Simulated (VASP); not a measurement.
# Be3Ag: relaxation of cell and atoms with PBE

Crystal: Be3Ag.

```
Be Ag
1.0
     3.45770    0.00000    0.00000
     0.00000    3.45770    0.00000
     0.00000    0.00000    3.45770
Be Ag
3 1
Cartesian
  0.0000 1.7288 1.7288
  1.7288 0.0000 1.7288
  1.7288 1.7288 0.0000
  0.0000 0.0000 0.0000
```

| Item | Value |
| --- | --- |
| Program | VASP 6.6.1 |
| Task | relaxation of cell and atoms |
| Functional | PBE |
| Potentials or basis | VASP PAW PBE potentials, release 64 (Be, Ag) |
| Cutoff | 600 eV |
| k mesh | 14 × 14 × 14 |
| Occupations | gaussian, width 0.1 eV |
| Spin | no spin polarisation |
| Dipole correction | no |
| Further INCAR settings | ALGO = Normal; EDIFF = 1e-06; IBRION = 2; EDIFFG = -0.01; NSW = 100; ISIF = 3 |

The relaxed volume is 10.59 Å³/atom, the relaxed cell is a = 3.486 Å, b = 3.486 Å, c = 3.486 Å, α = 90.00°, β = 90.00°, γ = 90.00° and the space group after relaxing (to 0.1 Å) is Pm-3m (No. 221). The energy gained by relaxing is 2.6 meV/atom, the ionic steps are 3 and the pressure after relaxing is 0.0 GPa. The band gap on the k mesh is zero (an odd number of electrons rules out a gap without spin polarisation).

Step by step:
| step | energy change (eV) | largest force (eV/Å) | pressure (GPa) | volume (Å³) |
| --- | --- | --- | --- | --- |
| 1 | 0.0000 | 0.0000 | 3.25 | 41.34 |
| 2 | -0.0099 | 0.0000 | -0.67 | 42.61 |
| 3 | -0.0104 | 0.0000 | -0.03 | 42.38 |

Final structure:
```
Be Ag
1.0
     3.48642    0.00000    0.00000
     0.00000    3.48642    0.00000
     0.00000    0.00000    3.48642
Be Ag
3 1
Cartesian
  0.0000 1.7432 1.7432
  1.7432 0.0000 1.7432
  1.7432 1.7432 0.0000
  0.0000 0.0000 0.0000
```

Levels at points of the mesh, in eV from the Fermi level:
```tsv
k point	band 6	band 7	band 8	band 9	band 10	band 11	band 12
(0.00, 0.00, 0.00)	-5.79	-1.21	-1.21	-1.21	4.42	5.79	5.79
(0.50, 0.00, 0.00)	-5.75	-4.95	2.50	2.50	2.82	2.82	4.24
(0.50, 0.50, 0.00)	-4.51	-4.51	-3.30	-2.51	3.93	6.09	6.09
(0.50, 0.50, 0.50)	-3.82	-3.15	-3.15	-3.15	1.30	2.08	2.08
```

Wall time 91 s on 1 thread of AMD EPYC 7R43 64-Core Processor (Zen 3), with other jobs on the host, peak memory 0.19 GiB.
